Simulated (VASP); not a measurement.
A run of VASP 6.6.1 is set up as follows.

POSCAR

```
CdTe
1.0
    0.0000000000      3.2050000000      3.2050000000
    3.2050000000      0.0000000000      3.2050000000
    3.2050000000      3.2050000000      0.0000000000
Te Cd
1 1
Direct
    0.7500000000      0.7500000000      0.7500000000
    0.0000000000      0.0000000000      0.0000000000
```

File INCAR.step1:

```
PREC = Accurate ; ENCUT = 520
EDIFF = 1E-5 ; ISMEAR = 0
SIGMA = 0.1 ; LREAL = False
LASPH = True ; NELM = 80
ALGO = Normal ; ISIF = 2
LWAVE = True ; LCHARG = False
NBANDS = 16 ; GGA = PE
```

Contents of INCAR.step2:

```
PREC = Accurate ; ENCUT = 520
EDIFF = 1E-7 ; ISMEAR = 0
SIGMA = 0.1 ; LREAL = False
LASPH = True ; NELM = 80
ALGO = Normal ; ISIF = 2
LWAVE = False ; LCHARG = False
GGA = PE ; LHFCALC = True
AEXX = 0.25 ; PRECFOCK = Normal
NBANDS = 16 ; ISTART = 1
```

Contents of KPOINTS:

```
regular mesh
0
Gamma
  4 4 4
```

Potentials or basis: VASP PAW PBE potentials, release 64 (Te, Cd).

Command:

```console
$ cat potpaw_PBE.64/Te/POTCAR potpaw_PBE.64/Cd/POTCAR > POTCAR
$ cp INCAR.step1 INCAR
$ mpirun -np 1 vasp_std > vasp.out
$ cp INCAR.step2 INCAR
$ mpirun -np 1 vasp_std > vasp.out
```

Estimate the band gap on the k mesh.

2.36 eV.

Predict the pressure.

3.4 GPa.

Caveat: the k points lie up to 0.42 Å⁻¹ apart; the PAW data sets were made with another functional, which shifts forces and pressure a little; spin-orbit coupling is left out, which moves the levels of the heavy elements.
